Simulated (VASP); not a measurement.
# Ba (Fd-3m) in VASP: notebook

Runs on Ba. Level: LDA. Tasks: relaxation of cell and atoms.

All numbers are computed with VASP 6.6.1; they aren't measurements. Logs are shortened: lines on timing, memory, paths and dates and some standing lists are left out, and cuts for length are marked.

### 1 The cell of the first run

The structure is cubic, space group Fd-3m (No. 227). The conventional cell has a = 7.063 Å, b = 7.063 Å, c = 7.063 Å, α = 90.00°, β = 90.00°, γ = 90.00°. Ba (site symmetry -43m) has 4 Ba at 3.06 Å within 4.0 Å.

This isn't the form of Ba at room conditions, which is bcc.

### 2 Relaxation of cell and atoms, LDA, target pressure 2.3 GPa, at which the enthalpy is minimised

INCAR reads:

```
SYSTEM = Ba
  PREC = Accurate
  ENCUT = 500
  EDIFF = 1E-7
  ISMEAR = -1
  SIGMA = 0.05
  LREAL = .False.
  LASPH = .True.
  NELM = 120
  ALGO = Normal
  ISIF = 3
  LWAVE = .False.
  LCHARG = .False.
  GGA = CA
  IBRION = 2
  NSW = 32
  EDIFFG = -0.005
  PSTRESS = 23.0
  GGA_COMPAT = .False.
  NELMIN = 4
```

KPOINTS reads:

```
regular mesh
0
Gamma
  9 9 9
  0 0 0
```

POSCAR reads:

```
Ba
1.0
    0.0000000000      3.5315935808      3.5315935808
    3.5315935808      0.0000000000      3.5315935808
    3.5315935808      3.5315935808      0.0000000000
Ba
2
Direct
   -0.1250000000     -0.1250000000     -0.1250000000
    0.1250000000      0.1250000000      0.1250000000
```

Potentials or basis: VASP PAW LDA potentials, release 64 (Ba_sv).

Run with:

```sh
cat potpaw_LDA.64/Ba_sv/POTCAR > POTCAR
mpirun -np 1 vasp_std > vasp.out
```

OUTCAR:

```text
SYSTEM = Ba
   PREC = Accurate
   ENCUT = 500
   EDIFF = 1E-7
   ISMEAR = -1
   LREAL = .False.
   LASPH = .True.
   NELM = 120
   ISIF = 3
   GGA = CA
   IBRION = 2
   NSW = 32
   EDIFFG = -0.005
   PSTRESS = 23.0
   NELMIN = 4

 ion  position               nearest neighbor table
   1  0.875  0.875  0.875-   2 3.06   2 3.06   2 3.06   2 3.06
   2  0.125  0.125  0.125-   1 3.06   1 3.06   1 3.06   1 3.06

  LATTYP: Found a face centered cubic cell.
 ALAT       =     7.0631871616

  Lattice vectors:

 A1 = (   0.0000000000,   3.5315935808,   3.5315935808)
 A2 = (   3.5315935808,   0.0000000000,   3.5315935808)
 A3 = (   3.5315935808,   3.5315935808,   0.0000000000)

Analysis of symmetry for initial positions (statically):
=====================================================================
 Subroutine PRICEL returns:
 Original cell was already a primitive cell.

 Routine SETGRP: Setting up the symmetry group for a
 face centered cubic supercell.

 Subroutine GETGRP returns: Found 48 space group operations
 (whereof 12 operations were pure point group operations)
 out of a pool of 48 trial point group operations.

The static configuration has the point symmetry D_3d.
 The point group associated with its full space group is O_h .

Analysis of symmetry for dynamics (positions and initial velocities):
=====================================================================
 Subroutine PRICEL returns:
 Original cell was already a primitive cell.

 Routine SETGRP: Setting up the symmetry group for a
 face centered cubic supercell.

 Subroutine GETGRP returns: Found 48 space group operations
 (whereof 12 operations were pure point group operations)
 out of a pool of 48 trial point group operations.

The dynamic configuration has the point symmetry D_3d.
 The point group associated with its full space group is O_h .

 Subroutine INISYM returns: Found 48 space group operations
 (whereof 12 operations are pure point group operations),
 and found     1 'primitive' translations

----------------------------------------------------------------------------------------

                                     Primitive cell

  volume of cell :      88.0932

  direct lattice vectors                    reciprocal lattice vectors
     0.000000000  3.531593581  3.531593581    -0.141579145  0.141579145  0.141579145
     3.531593581  0.000000000  3.531593581     0.141579145 -0.141579145  0.141579145
     3.531593581  3.531593581  0.000000000     0.141579145  0.141579145 -0.141579145

  length of vectors
     4.994427539  4.994427539  4.994427539     0.245222273  0.245222273  0.245222273

  position of ions in fractional coordinates (direct lattice)
     0.875000000  0.875000000  0.875000000
     0.125000000  0.125000000  0.125000000

  ion indices of the primitive-cell ions
   primitive index   ion index
                 1           1
                 2           2

----------------------------------------------------------------------------------------

 KPOINTS: regular mesh

Automatic generation of k-mesh.
 Grid dimensions read from file:
 generate k-points for:    9    9    9

 Generating k-lattice:

  Cartesian coordinates                     Fractional coordinates (reciprocal lattice)
    -0.015731016  0.015731016  0.015731016     0.111111111  0.000000000  0.000000000
     0.015731016 -0.015731016  0.015731016     0.000000000  0.111111111  0.000000000
     0.015731016  0.015731016 -0.015731016     0.000000000  0.000000000  0.111111111

  Length of vectors
     0.027246919  0.027246919  0.027246919

  Shift w.r.t. Gamma in fractional coordinates (k-lattice)
     0.000000000  0.000000000  0.000000000

 Subroutine IBZKPT returns following result:
 ===========================================

 Found     35 irreducible k-points:

 Following reciprocal coordinates:
            Coordinates               Weight
  0.000000  0.000000  0.000000      1.000000
  0.111111  0.000000  0.000000      8.000000
  0.222222  0.000000  0.000000      8.000000
  0.333333  0.000000  0.000000      8.000000
  0.444444  0.000000  0.000000      8.000000
  0.111111  0.111111  0.000000      6.000000
[... 16 lines left out ...]
 -0.333333  0.333333  0.000000     12.000000
  0.444444  0.444444  0.000000      6.000000
 [... further k-points ...]
   k-points           NKPTS =     35   k-points in BZ     NKDIM =     35   number of bands    NBANDS=     14
   number of dos      NEDOS =    301   number of ions     NIONS =      2
   total plane-waves  NPLWV =  46656
   dimension x,y,z NGX =    36 NGY =   36 NGZ =   36
   dimension x,y,z NGXF=    72 NGYF=   72 NGZF=   72
   ions per type =               2
   NGX,Y,Z   is equivalent  to a cutoff of  11.98, 11.98, 11.98 a.u.
   NGXF,Y,Z  is equivalent  to a cutoff of  23.97, 23.97, 23.97 a.u.
 SYSTEM =  Ba
   PREC   = accura    normal or accurate (medium, high low for compatibility)
   ISTART =      0    job   : 0-new  1-cont  2-samecut
   ICHARG =      2    charge: 1-file 2-atom 10-const
   ISPIN  =      1    spin polarized calculation?
   LNONCOLLINEAR =      F non collinear calculations
   LSORBIT =      F    spin-orbit coupling
   LASPH  =      T    aspherical Exc in radial PAW
   ENCUT  =  500.0 eV  36.75 Ry    6.06 a.u.   9.11  9.11  9.11*2*pi/ulx,y,z
   NELM   =    120;   NELMIN=  4; NELMDL= -5     # of ELM steps
   EDIFF  = 0.1E-06   stopping-criterion for ELM
   LREAL  =      F    real-space projection
   EDIFFG = -.5E-02   stopping-criterion for IOM
   NSW    =     32    number of steps for IOM
   IBRION =      2    ionic relax: 0-MD 1-quasi-New 2-CG
   NFREE  =      1    steps in history (QN), initial steepest desc. (CG)
   ISIF   =      3    stress and relaxation
   ISYM   =      2    0-nonsym 1-usesym 2-fastsym
   POTIM  = 0.5000    time-step for ionic-motion
   TEBEG  =    0.0;   TEEND  =   0.0 temperature during run
   PSTRESS=   23.0 pullay stress
   NELECT =      20.0000    total number of electrons
   NUPDOWN=      -1.0000    fix difference up-down
   EMIN   =  10.00;   EMAX   =-10.00  energy-range for DOS
   EFERMI =   0.00;   METHOD = LEGACY
   ISMEAR =    -1;   SIGMA  =   0.05  broadening in eV -4-tet -1-fermi 0-gaus
   EFERMI_NEDOS =   21; number of points for ismear=-14 and -15
   IALGO  =     38    algorithm
   IMIX   =      4    mixing-type and parameters
     AMIX     =   0.40;   BMIX     =  1.00
     AMIX_MAG =   1.60;   BMIX_MAG =  1.00
  volume/ion in A,a.u.               =      44.05       297.24
  Fermi-wavevector in a.u.,A,eV,Ry     =   0.998706  1.887280 13.570624  0.997413
  Thomas-Fermi vector in A             =   2.130947
   LORBIT       =      0    0 simple, 1 ext, 2 COOP (PROOUT), +10 PAW based schemes
   GGA     = CA    functional components
   LHFCALC =     F    Hartree Fock is set to
   AEXX    =    0.0000 exact exchange contribution
   IVDW    =     0    specifies the selected vdW correction
   LEPSILON=     F    determine dielectric tensor
   LRPA    =     F    only Hartree local field effects (RPA)
 conjugate gradient relaxation of ions
 non-spin polarized calculation
  energy-cutoff  :      500.00
  volume of cell :       88.09
 maximum number of plane-waves:      2253
   NGX = 19   NGY = 19   NGZ = 19

--------------------------------------- Ionic step        1  -------------------------------------------

 number of electron      20.0000000 magnetization

 Free energy of the ion-electron system (eV)
  ---------------------------------------------------
  ext. energy  EPLUGINS =         0.00000000
  ---------------------------------------------------
  free energy    TOTEN  =        -2.73285921 eV

  energy without entropy =       -2.71900015  energy(sigma->0) =       -2.72592968

------------------------ aborting loop because EDIFF is reached ----------------------------------------

  FORCE on cell =-STRESS in cart. coord.  units (eV):
  Direction    XX          YY          ZZ          XY          YZ          ZX
  --------------------------------------------------------------------------------------
  -------------------------------------------------------------------------------------
  Total        1.9944741      1.9944741      1.9944741      0.0000000      0.0000000     -0.0000000
  in kB       36.2741149     36.2741149     36.2741149      0.0000000      0.0000000     -0.0000000
  external PRESSURE =      13.2741149 kB  Pullay stress =      23.0000000 kB

 VOLUME and BASIS-vectors are now :
 -----------------------------------------------------------------------------
  energy-cutoff  :      500.00
  volume of cell :       88.09
      direct lattice vectors                 reciprocal lattice vectors
     0.000000000  3.531593581  3.531593581    -0.141579145  0.141579145  0.141579145
     3.531593581  0.000000000  3.531593581     0.141579145 -0.141579145  0.141579145
     3.531593581  3.531593581  0.000000000     0.141579145  0.141579145 -0.141579145
[... 46 lines left out ...]
  FREE ENERGIE OF THE ION-ELECTRON SYSTEM (eV)
  ---------------------------------------------------
  free  energy   TOTEN  =        -2.8126700406 eV

  energy  without entropy=       -2.7981227836  energy(sigma->0) =       -2.80539641

  enthalpy is  TOTEN    =        -1.4800779780 eV   P V=        1.3325920626

--------------------------------------- Ionic step        3  -------------------------------------------

 number of electron      19.9999998 magnetization

 Free energy of the ion-electron system (eV)
  ---------------------------------------------------
  ext. energy  EPLUGINS =         0.00000000
  ---------------------------------------------------
  free energy    TOTEN  =        -2.79557855 eV

  energy without entropy =       -2.78120896  energy(sigma->0) =       -2.78839376

 E-fermi :   2.1831     XC(G=0):  -8.5640

 val. band max:        2.1611224208   @ k =  -0.3333   0.2222   0.0000
 cond. band min:       2.1871330407   @ k =   0.3333   0.0000   0.0000
 fundamental gap:      0.0260106199
 Fermi energy:         2.1831454184

 k-point     1 :       0.0000    0.0000    0.0000
  band No.  band energies     occupation
      1     -27.1163      2.00000
      2     -25.7888      2.00000
      3     -12.7349      2.00000
      4     -12.7349      2.00000
      5     -12.7349      2.00000
      6     -10.9569      2.00000
      7     -10.9569      2.00000
      8     -10.9569      2.00000
      9       0.2589      2.00000
     10       2.2862      0.22585
     11       2.2862      0.22585
     12       3.9334      0.00000
     13       3.9334      0.00000
     14       3.9334      0.00000

 k-point     2 :       0.1111    0.0000    0.0000
  band No.  band energies     occupation
      1     -27.0897      2.00000
      2     -25.8227      2.00000
      3     -12.7671      2.00000
      4     -12.7671      2.00000
      5     -12.7387      2.00000
      6     -10.9368      2.00000
      7     -10.9132      2.00000
      8     -10.9132      2.00000
      9       0.4471      2.00000
     10       2.1977      0.85558
[... 362 lines left out ...]
 k-point    24 :       0.4444    0.4444    0.0000
  band No.  band energies     occupation
      1     -26.6066      2.00000
      2     -26.3778      2.00000
      3     -13.2035      2.00000
      4     -13.2035      2.00000
      5     -11.9678      2.00000
      6     -11.6782      2.00000
      7     -10.2730      2.00000
      8     -10.2730      2.00000
      9       1.1826      2.00000
     10       1.5853      1.99999
     11       3.4529      0.00000
     12       3.4529      0.00000
     13       4.3185      0.00000
     14       4.3981      0.00000

 [... further k-points ...]

------------------------ aborting loop because EDIFF is reached ----------------------------------------

  FORCE on cell =-STRESS in cart. coord.  units (eV):
  Direction    XX          YY          ZZ          XY          YZ          ZX
  --------------------------------------------------------------------------------------
  -------------------------------------------------------------------------------------
  Total        1.3142976      1.3142976      1.3142976     -0.0000000      0.0000000      0.0000000
  in kB       23.0104827     23.0104827     23.0104827     -0.0000000      0.0000000      0.0000000
  external PRESSURE =       0.0104827 kB  Pullay stress =      23.0000000 kB

 VOLUME and BASIS-vectors are now :
 -----------------------------------------------------------------------------
  energy-cutoff  :      500.00
  volume of cell :       91.51
      direct lattice vectors                 reciprocal lattice vectors
     0.000000000  3.576702797  3.576702797    -0.139793555  0.139793555  0.139793555
     3.576702797  0.000000000  3.576702797     0.139793555 -0.139793555  0.139793555
     3.576702797  3.576702797  0.000000000     0.139793555  0.139793555 -0.139793555

 POSITION                                       TOTAL-FORCE (eV/Angst)
 -----------------------------------------------------------------------------------
      6.25923      6.25923      6.25923         0.000000     -0.000000     -0.000000
      0.89418      0.89418      0.89418        -0.000000      0.000000      0.000000
 -----------------------------------------------------------------------------------
    total drift:                               -0.000000      0.000000      0.000000

  FREE ENERGIE OF THE ION-ELECTRON SYSTEM (eV)
  ---------------------------------------------------
  free  energy   TOTEN  =        -2.7955785466 eV

  energy  without entropy=       -2.7812089644  energy(sigma->0) =       -2.78839376

  enthalpy is  TOTEN    =        -1.4818797195 eV   P V=        1.3136988271

 reached required accuracy - stopping structural energy minimisation
```

Wall time 36 s (1 thread of Intel Xeon 6975P-C (Granite Rapids), shared host); peak memory 0.19 GiB.

Results:

```
Free energy                                                : -2.7956 eV
Relaxed volume                                             : 45.76 Å³/atom
Relaxed cell                                               : a = 5.058 Å, b = 5.058 Å, c = 5.058 Å, α = 60.00°, β = 60.00°, γ = 60.00°
Space group after relaxing (to 0.1 Å)                      : Fd-3m (No. 227)
Energy change on relaxing (the run minimises the enthalpy) : -31.4 meV/atom
Ionic steps                                                : 3
Pressure after relaxing                                    : 2.3 GPa
Band gap on the k mesh                                     : zero (bands 10 and 11 overlap by 0.30 eV)
```

The path:
| step | energy change (eV) | largest force (eV/Å) | pressure (GPa) | volume (Å³) |
| --- | --- | --- | --- | --- |
| 1 | 0.0000 | 0.0000 | 3.63 | 88.09 |
| 2 | -0.0798 | 0.0000 | 1.87 | 92.83 |
| 3 | -0.0627 | 0.0000 | 2.30 | 91.51 |

Final structure:
```xyz
2
Lattice="0.0000 3.5767 3.5767 3.5767 0.0000 3.5767 3.5767 3.5767 0.0000" Properties=species:S:1:pos:R:3 pbc="T T T"
Ba    6.2592    6.2592    6.2592
Ba    0.8942    0.8942    0.8942
```

Caveat: the cell is relaxed towards a set pressure, so the run minimises the enthalpy, not the energy; spin-orbit coupling is left out, which moves the levels of the heavy elements.

[end of part 1 of 2]

The gap in the log of VASP goes by the Fermi energy; the results here count the filled bands.